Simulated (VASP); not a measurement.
# SnSe (F-43m) in VASP: further runs

SnSe is run at these levels: PBE-based global hybrid with 35 % exact exchange, PBE-based screened hybrid with 75 % exact exchange, HSE06; tasks: single point.

Program: VASP 6.6.1. These are calculated values, not measurements. Logs are shortened: lines on timing, memory, paths and dates and some standing lists are left out, and cuts for length are marked.

**1. The cell of the first run**

It takes space group F-43m (No. 216, cubic). The conventional cell has a = 6.728 Å, b = 6.728 Å, c = 6.728 Å, α = 90.00°, β = 90.00°, γ = 90.00°. Sn (site symmetry -43m) has 4 Se at 2.91 Å within 3.8 Å. Within 3.8 Å of Se (site symmetry -43m) lie 4 Sn at 2.91 Å.

**2. Single point, PBE-based global hybrid with 35 % exact exchange**

File POSCAR:

```
SnSe
1.0
    0.0000000000      3.3639842963      3.3639842963
    3.3639842963      0.0000000000      3.3639842963
    3.3639842963      3.3639842963      0.0000000000
Sn Se
1 1
Direct
    0.0000000000      0.0000000000      0.0000000000
    0.2500000000      0.2500000000      0.2500000000
```

File INCAR.step1:

```
ALGO = Normal ; EDIFF = 1E-5
ENCUT = 520 ; GGA = PE
ISIF = 2 ; ISMEAR = -1
LASPH = True ; LCHARG = False
LREAL = False ; LWAVE = True
NBANDS = 17 ; NELM = 100
PREC = Accurate ; SIGMA = 0.02
```

File INCAR.step2:

```
AEXX = 0.35 ; ALGO = Normal
EDIFF = 1E-6 ; ENCUT = 520
GGA = PE ; ISIF = 2
ISMEAR = -1 ; ISTART = 1
LASPH = True ; LCHARG = False
LHFCALC = True ; LREAL = False
LWAVE = False ; NBANDS = 17
NELM = 100 ; PREC = Accurate
PRECFOCK = Normal ; SIGMA = 0.02
```

File KPOINTS:

```
k-points
0
Gamma
  4 4 4
```

Potentials or basis: VASP PAW PBE potentials, release 64 (Sn_d, Se).

Command:

```console
$ cat potpaw_PBE.64/Sn_d/POTCAR potpaw_PBE.64/Se/POTCAR > POTCAR
$ cp INCAR.step1 INCAR
$ mpirun -np 1 vasp_std > vasp.out
$ cp INCAR.step2 INCAR
$ mpirun -np 1 vasp_std > vasp.out
```

OUTCAR:

```text
AEXX = 0.35
   EDIFF = 1E-6
   ENCUT = 520
   GGA = PE
   ISIF = 2
   ISMEAR = -1
   ISTART = 1
   LASPH = True
   LHFCALC = True
   LREAL = False
   NELM = 100
   PREC = Accurate
   PRECFOCK = Normal

 ion  position               nearest neighbor table
   1  0.000  0.000  0.000-   2 2.91   2 2.91   2 2.91   2 2.91
   2  0.250  0.250  0.250-   1 2.91   1 2.91   1 2.91   1 2.91

  LATTYP: Found a face centered cubic cell.
 ALAT       =     6.7279685926

  Lattice vectors:

 A1 = (   0.0000000000,   3.3639842963,   3.3639842963)
 A2 = (   3.3639842963,   0.0000000000,   3.3639842963)
 A3 = (   3.3639842963,   3.3639842963,   0.0000000000)

Analysis of symmetry for initial positions (statically):
=====================================================================
 Subroutine PRICEL returns:
 Original cell was already a primitive cell.

 Routine SETGRP: Setting up the symmetry group for a
 face centered cubic supercell.

 Subroutine GETGRP returns: Found 24 space group operations
 (whereof 24 operations were pure point group operations)
 out of a pool of 48 trial point group operations.

The static configuration has the point symmetry T_d .

Analysis of symmetry for dynamics (positions and initial velocities):
=====================================================================
 Subroutine PRICEL returns:
 Original cell was already a primitive cell.

 Routine SETGRP: Setting up the symmetry group for a
 face centered cubic supercell.

 Subroutine GETGRP returns: Found 24 space group operations
 (whereof 24 operations were pure point group operations)
 out of a pool of 48 trial point group operations.

The dynamic configuration has the point symmetry T_d .

 Subroutine INISYM returns: Found 24 space group operations
 (whereof 24 operations are pure point group operations),
 and found     1 'primitive' translations

----------------------------------------------------------------------------------------

                                     Primitive cell

  volume of cell :      76.1363

  direct lattice vectors                    reciprocal lattice vectors
     0.000000000  3.363984296  3.363984296    -0.148633274  0.148633274  0.148633274
     3.363984296  0.000000000  3.363984296     0.148633274 -0.148633274  0.148633274
     3.363984296  3.363984296  0.000000000     0.148633274  0.148633274 -0.148633274

  length of vectors
[... 69 lines left out ...]
   IBRION =     -1    ionic relax: 0-MD 1-quasi-New 2-CG
   NFREE  =      0    steps in history (QN), initial steepest desc. (CG)
   ISIF   =      2    stress and relaxation
   ISYM   =      3    0-nonsym 1-usesym 2-fastsym
   POTIM  = 0.5000    time-step for ionic-motion
   TEBEG  =    0.0;   TEEND  =   0.0 temperature during run
   PSTRESS=    0.0 pullay stress
   NELECT =      20.0000    total number of electrons
   NUPDOWN=      -1.0000    fix difference up-down
   EMIN   =  10.00;   EMAX   =-10.00  energy-range for DOS
   EFERMI =   0.00;   METHOD = LEGACY
   ISMEAR =    -1;   SIGMA  =   0.02  broadening in eV -4-tet -1-fermi 0-gaus
   EFERMI_NEDOS =   21; number of points for ismear=-14 and -15
   IALGO  =     38    algorithm
   IMIX   =      1    mixing-type and parameters
     AMIX     =   0.40;   BMIX     =  1.00
     AMIX_MAG =   1.60;   BMIX_MAG =  1.00
  volume/ion in A,a.u.               =      38.07       256.90
  Fermi-wavevector in a.u.,A,eV,Ry     =   1.048466  1.981313 14.956615  1.099280
  Thomas-Fermi vector in A             =   2.183388
   LORBIT       =      0    0 simple, 1 ext, 2 COOP (PROOUT), +10 PAW based schemes
   GGA     = PE    functional components
   LHFCALC =     T    Hartree Fock is set to
   PRECFOCK=normal    Normal, Fast or Accurate (Low or Medium for compatibility)
   ENCUT4O =  -1.0   cutoff for four orbital integrals eV
   NKREDX  =     1    reduce k-point grid by
   NKREDY  =     1    reduce k-point grid by
   NKREDZ  =     1    reduce k-point grid by
   AEXX    =    0.3500 exact exchange contribution
   HFSCREEN=    0.0000 screening length (either q_TF or 0.3 A-1)
   HFSCREENC=   0.0000 screening length for correlation (either q_TF or 0.3 A-1)
   ENCUTFOCK=  -1.0 apply spherical cutoff to Coloumb kernel
   IVDW    =     0    specifies the selected vdW correction
   LEPSILON=     F    determine dielectric tensor
   LRPA    =     F    only Hartree local field effects (RPA)
 non-spin polarized calculation
  energy-cutoff  :      520.00
  volume of cell :       76.14
 maximum number of plane-waves:      2085
  NGX = 28; NGY = 28; NGZ = 28

 number of electron      20.0000008 magnetization

 Free energy of the ion-electron system (eV)
  ---------------------------------------------------
  ext. energy  EPLUGINS =         0.00000000
  ---------------------------------------------------
  free energy    TOTEN  =       -11.25531870 eV

  energy without entropy =      -11.25531870  energy(sigma->0) =      -11.25531870

 E-fermi :   2.7851     XC(G=0):  -5.5655

 val. band max:        2.2670412938   @ k =  -0.2500   0.5000   0.2500
 cond. band min:       3.6428197388   @ k =   0.5000   0.5000   0.0000
 fundamental gap:      1.3757784450
 Fermi energy:         2.7850706400

 k-point     1 :       0.0000    0.0000    0.0000
  band No.  band energies     occupation
      1     -22.8454      2.00000
      2     -22.8453      2.00000
      3     -22.8453      2.00000
      4     -22.8269      2.00000
      5     -22.8269      2.00000
      6     -13.1593      2.00000
[... 137 lines left out ...]
      4     -22.8284      2.00000
      5     -22.8261      2.00000
      6     -12.4033      2.00000
[... 9 lines left out ...]
     16      12.9405      0.00000
     17      13.2727      0.00000

------------------------ aborting loop because EDIFF is reached ----------------------------------------

  FORCE on cell =-STRESS in cart. coord.  units (eV):
  Direction    XX          YY          ZZ          XY          YZ          ZX
  --------------------------------------------------------------------------------------
  -------------------------------------------------------------------------------------
  Total       -0.1166946     -0.1166946     -0.1166946     -0.0000000     -0.0000000     -0.0000000
  in kB       -2.4556679     -2.4556679     -2.4556679     -0.0000000     -0.0000000     -0.0000000
  external PRESSURE =      -2.4556679 kB  Pullay stress =       0.0000000 kB

 VOLUME and BASIS-vectors are now :
 -----------------------------------------------------------------------------
  energy-cutoff  :      520.00
  volume of cell :       76.14
      direct lattice vectors                 reciprocal lattice vectors
     0.000000000  3.363984296  3.363984296    -0.148633274  0.148633274  0.148633274
     3.363984296  0.000000000  3.363984296     0.148633274 -0.148633274  0.148633274
     3.363984296  3.363984296  0.000000000     0.148633274  0.148633274 -0.148633274

 POSITION                                       TOTAL-FORCE (eV/Angst)
 -----------------------------------------------------------------------------------
      0.00000      0.00000      0.00000         0.000000      0.000000      0.000000
      1.68199      1.68199      1.68199        -0.000000     -0.000000     -0.000000
 -----------------------------------------------------------------------------------
    total drift:                               -0.000001     -0.000004     -0.000003

  FREE ENERGIE OF THE ION-ELECTRON SYSTEM (eV)
  ---------------------------------------------------
  free  energy   TOTEN  =       -11.2553187004 eV

  energy  without entropy=      -11.2553187004  energy(sigma->0) =      -11.25531870
```

OUTCAR.step1:

```text
EDIFF = 1E-5
   ENCUT = 520
   GGA = PE
   ISIF = 2
   ISMEAR = -1
[... 361 lines left out ...]
 -----------------------------------------------------------------------------------
      0.00000      0.00000      0.00000         0.000000     -0.000000      0.000000
      1.68199      1.68199      1.68199        -0.000000      0.000000     -0.000000
 -----------------------------------------------------------------------------------
    total drift:                               -0.000000     -0.000000     -0.000000

  FREE ENERGIE OF THE ION-ELECTRON SYSTEM (eV)
  ---------------------------------------------------
  free  energy   TOTEN  =        -7.7643328607 eV

  energy  without entropy=       -7.7607531225  energy(sigma->0) =       -7.76254299
```

Wall time 34 min (1 thread of Intel Xeon Platinum 8259CL at 2.50GHz (Skylake/Cascade Lake), shared host); peak memory 0.22 GiB.

Results:

* Free energy: -11.2553 eV
* Pressure: -0.2 GPa
* Band gap on the k mesh: 1.38 eV (least direct gap 2.17 eV)

Levels at points of the mesh, in eV from the valence-band top:
```
           k point  band 8  band 9  band 10  band 11  band 12  band 13
(0.00, 0.00, 0.00)   -2.90   -2.90    -2.90     3.04     3.04     3.04
(0.50, 0.00, 0.00)   -3.49   -3.49    -2.51     3.87     3.87     5.10
(0.50, 0.50, 0.00)   -4.29   -4.29    -0.79     1.38     6.33     6.33
```

Caveat: the structure was generated, so it needn't be the stable form of SnSe; the PAW data sets were made with another functional, which shifts forces and pressure a little; spin-orbit coupling is left out, which moves the levels of the heavy elements. A k mesh can miss the band edges.

**3. Single point, PBE-based screened hybrid with 75 % exact exchange**

POSCAR is that of step 2.

File INCAR.step1:

```
PREC = Accurate
ENCUT = 520
EDIFF = 1E-5
ISMEAR = -1
SIGMA = 0.02
LREAL = F
LASPH = T
NELM = 100
ALGO = Normal
ISIF = 2
LWAVE = T
LCHARG = F
GGA = PE
NBANDS = 17
```

File INCAR.step2:

```
PREC = Accurate
ENCUT = 520
EDIFF = 1E-7
ISMEAR = -1
SIGMA = 0.02
LREAL = F
LASPH = T
NELM = 100
ALGO = Normal
ISIF = 2
LWAVE = F
LCHARG = F
GGA = PE
LHFCALC = T
AEXX = 0.75
HFSCREEN = 0.5
PRECFOCK = Normal
ISTART = 1
NBANDS = 17
```

File KPOINTS:

```
regular mesh
0
Gamma
  4 4 4
```

Potentials or basis: VASP PAW PBE potentials, release 64 (Sn_d, Se).

Command:

```console
$ cat potpaw_PBE.64/Sn_d/POTCAR potpaw_PBE.64/Se/POTCAR > POTCAR
$ cp INCAR.step1 INCAR
$ mpirun -np 1 vasp_std > vasp.out
$ cp INCAR.step2 INCAR
$ mpirun -np 1 vasp_std > vasp.out
```

OUTCAR:

```text
PREC = Accurate
   ENCUT = 520
   EDIFF = 1E-7
   ISMEAR = -1
   LREAL = F
   LASPH = T
   NELM = 100
   ISIF = 2
   GGA = PE
   LHFCALC = T
   AEXX = 0.75
   HFSCREEN = 0.5
   PRECFOCK = Normal
   ISTART = 1

 ion  position               nearest neighbor table
   1  0.000  0.000  0.000-   2 2.91   2 2.91   2 2.91   2 2.91
   2  0.250  0.250  0.250-   1 2.91   1 2.91   1 2.91   1 2.91

  LATTYP: Found a face centered cubic cell.
 ALAT       =     6.7279685926

  Lattice vectors:

 A1 = (   0.0000000000,   3.3639842963,   3.3639842963)
 A2 = (   3.3639842963,   0.0000000000,   3.3639842963)
 A3 = (   3.3639842963,   3.3639842963,   0.0000000000)

Analysis of symmetry for initial positions (statically):
=====================================================================
 Subroutine PRICEL returns:
 Original cell was already a primitive cell.

 Routine SETGRP: Setting up the symmetry group for a
 face centered cubic supercell.

 Subroutine GETGRP returns: Found 24 space group operations
 (whereof 24 operations were pure point group operations)
 out of a pool of 48 trial point group operations.

The static configuration has the point symmetry T_d .

Analysis of symmetry for dynamics (positions and initial velocities):
=====================================================================
 Subroutine PRICEL returns:
 Original cell was already a primitive cell.

 Routine SETGRP: Setting up the symmetry group for a
 face centered cubic supercell.

 Subroutine GETGRP returns: Found 24 space group operations
 (whereof 24 operations were pure point group operations)
 out of a pool of 48 trial point group operations.

[... 101 lines left out ...]
   IMIX   =      1    mixing-type and parameters
     AMIX     =   0.40;   BMIX     =  1.00
     AMIX_MAG =   1.60;   BMIX_MAG =  1.00
  volume/ion in A,a.u.               =      38.07       256.90
  Fermi-wavevector in a.u.,A,eV,Ry     =   1.048466  1.981313 14.956615  1.099280
  Thomas-Fermi vector in A             =   2.183388
   LORBIT       =      0    0 simple, 1 ext, 2 COOP (PROOUT), +10 PAW based schemes
   GGA     = PE    functional components
   LHFCALC =     T    Hartree Fock is set to
   PRECFOCK=normal    Normal, Fast or Accurate (Low or Medium for compatibility)
   ENCUT4O =  -1.0   cutoff for four orbital integrals eV
   NKREDX  =     1    reduce k-point grid by
   NKREDY  =     1    reduce k-point grid by
   NKREDZ  =     1    reduce k-point grid by
   AEXX    =    0.7500 exact exchange contribution
   HFSCREEN=    0.5000 screening length (either q_TF or 0.3 A-1)
   HFSCREENC=   0.5000 screening length for correlation (either q_TF or 0.3 A-1)
   ENCUTFOCK=  -1.0 apply spherical cutoff to Coloumb kernel
   IVDW    =     0    specifies the selected vdW correction
   LEPSILON=     F    determine dielectric tensor
   LRPA    =     F    only Hartree local field effects (RPA)
 non-spin polarized calculation
  energy-cutoff  :      520.00
  volume of cell :       76.14
 maximum number of plane-waves:      2085
  NGX = 28; NGY = 28; NGZ = 28

 number of electron      20.0000008 magnetization

 Free energy of the ion-electron system (eV)
  ---------------------------------------------------
  ext. energy  EPLUGINS =         0.00000000
  ---------------------------------------------------
  free energy    TOTEN  =       -10.09898290 eV

  energy without entropy =      -10.09897152  energy(sigma->0) =      -10.09897721

 E-fermi :   2.9304     XC(G=0):  -5.1595

 val. band max:        2.7557763539   @ k =  -0.2500   0.5000   0.2500
 cond. band min:       3.0910863078   @ k =   0.5000   0.5000   0.0000
 fundamental gap:      0.3353099539
 Fermi energy:         2.9303643975

 k-point     1 :       0.0000    0.0000    0.0000
  band No.  band energies     occupation
      1     -24.4931      2.00000
      2     -24.4931      2.00000
      3     -24.4931      2.00000
      4     -24.4734      2.00000
      5     -24.4734      2.00000
      6     -13.4460      2.00000
[... 137 lines left out ...]
      4     -24.4742      2.00000
      5     -24.4723      2.00000
      6     -12.7088      2.00000
[... 9 lines left out ...]
     16      12.3323      0.00000
     17      12.6934      0.00000

------------------------ aborting loop because EDIFF is reached ----------------------------------------

  FORCE on cell =-STRESS in cart. coord.  units (eV):
  Direction    XX          YY          ZZ          XY          YZ          ZX
  --------------------------------------------------------------------------------------
  -------------------------------------------------------------------------------------
  Total       -0.2611681     -0.2611681     -0.2611681     -0.0000000      0.0000000     -0.0000000
  in kB       -5.4958999     -5.4958999     -5.4958999     -0.0000000      0.0000000     -0.0000000
  external PRESSURE =      -5.4958999 kB  Pullay stress =       0.0000000 kB

 VOLUME and BASIS-vectors are now :
 -----------------------------------------------------------------------------
  energy-cutoff  :      520.00
  volume of cell :       76.14
      direct lattice vectors                 reciprocal lattice vectors
     0.000000000  3.363984296  3.363984296    -0.148633274  0.148633274  0.148633274
     3.363984296  0.000000000  3.363984296     0.148633274 -0.148633274  0.148633274
     3.363984296  3.363984296  0.000000000     0.148633274  0.148633274 -0.148633274

 POSITION                                       TOTAL-FORCE (eV/Angst)
 -----------------------------------------------------------------------------------
      0.00000      0.00000      0.00000        -0.000000     -0.000000     -0.000000
      1.68199      1.68199      1.68199         0.000000      0.000000      0.000000
 -----------------------------------------------------------------------------------
    total drift:                               -0.000003     -0.000001     -0.000001

  FREE ENERGIE OF THE ION-ELECTRON SYSTEM (eV)
  ---------------------------------------------------
  free  energy   TOTEN  =       -10.0989828992 eV

  energy  without entropy=      -10.0989715178  energy(sigma->0) =      -10.09897721
```

OUTCAR.step1:

```text
PREC = Accurate
   ENCUT = 520
   EDIFF = 1E-5
   ISMEAR = -1
   LREAL = F
[... 362 lines left out ...]
      0.00000      0.00000      0.00000         0.000000     -0.000000      0.000000
      1.68199      1.68199      1.68199        -0.000000      0.000000     -0.000000
 -----------------------------------------------------------------------------------
    total drift:                               -0.000000     -0.000000     -0.000000

  FREE ENERGIE OF THE ION-ELECTRON SYSTEM (eV)
  ---------------------------------------------------
  free  energy   TOTEN  =        -7.7643328607 eV

  energy  without entropy=       -7.7607531225  energy(sigma->0) =       -7.76254299
```

OSZICAR.step1:

```text
N       E                     dE             d eps       ncg     rms          rms(c)
DAV:   1     0.137173553579E+03    0.13717E+03   -0.95145E+03   273   0.130E+03
DAV:   2     0.536993093354E+01   -0.13180E+03   -0.12846E+03   296   0.328E+02
DAV:   3    -0.772807867236E+01   -0.13098E+02   -0.12845E+02   321   0.959E+01
DAV:   4    -0.808110682765E+01   -0.35303E+00   -0.35278E+00   303   0.169E+01
DAV:   5    -0.809300851993E+01   -0.11902E-01   -0.11902E-01   433   0.303E+00    0.334E+00
DAV:   6    -0.776149030596E+01    0.33152E+00   -0.94548E-01   387   0.451E+00    0.209E+00
DAV:   7    -0.776329041359E+01   -0.18001E-02   -0.89968E-02   282   0.129E+00    0.111E+00
DAV:   8    -0.776700598285E+01   -0.37156E-02   -0.28653E-02   347   0.110E+00    0.269E-01
DAV:   9    -0.776403716054E+01    0.29688E-02   -0.17037E-02   344   0.625E-01    0.908E-02
DAV:  10    -0.776426929049E+01   -0.23213E-03   -0.22628E-03   311   0.209E-01    0.830E-02
DAV:  11    -0.776438427435E+01   -0.11498E-03   -0.26131E-04   285   0.106E-01    0.513E-02
DAV:  12    -0.776432589336E+01    0.58381E-04   -0.18069E-04   306   0.468E-02    0.208E-02
DAV:  13    -0.776433286071E+01   -0.69673E-05   -0.38448E-05   285   0.342E-02
   1 F= -.77643329E+01 E0= -.77625430E+01  d E =-.357974E-02
```

Wall time 45 min (1 thread of Intel Xeon Platinum 8259CL at 2.50GHz (Skylake/Cascade Lake), shared host); peak memory 0.32 GiB.

Results:

* Free energy: -10.0990 eV
* Pressure: -0.5 GPa
* Band gap on the k mesh: 0.34 eV (least direct gap 1.08 eV)

Levels at points of the mesh, in eV from the valence-band top:
```
           k point  band 7  band 8  band 9  band 10  band 11  band 12  band 13  band 14
(0.00, 0.00, 0.00)   -5.80   -3.02   -3.02    -3.02     1.96     1.96     1.96     5.38
(0.50, 0.00, 0.00)   -8.32   -3.56   -3.56    -2.37     2.77     2.77     3.99     6.93
(0.50, 0.50, 0.00)   -8.66   -4.31   -4.31    -0.75     0.34     5.25     5.25     6.20
```

Caveat: the structure was generated, so it needn't be the stable form of SnSe; the PAW data sets were made with another functional, which shifts forces and pressure a little; spin-orbit coupling is left out, which moves the levels of the heavy elements. A k mesh can miss the band edges.

(Continued in part 2 of 2.)
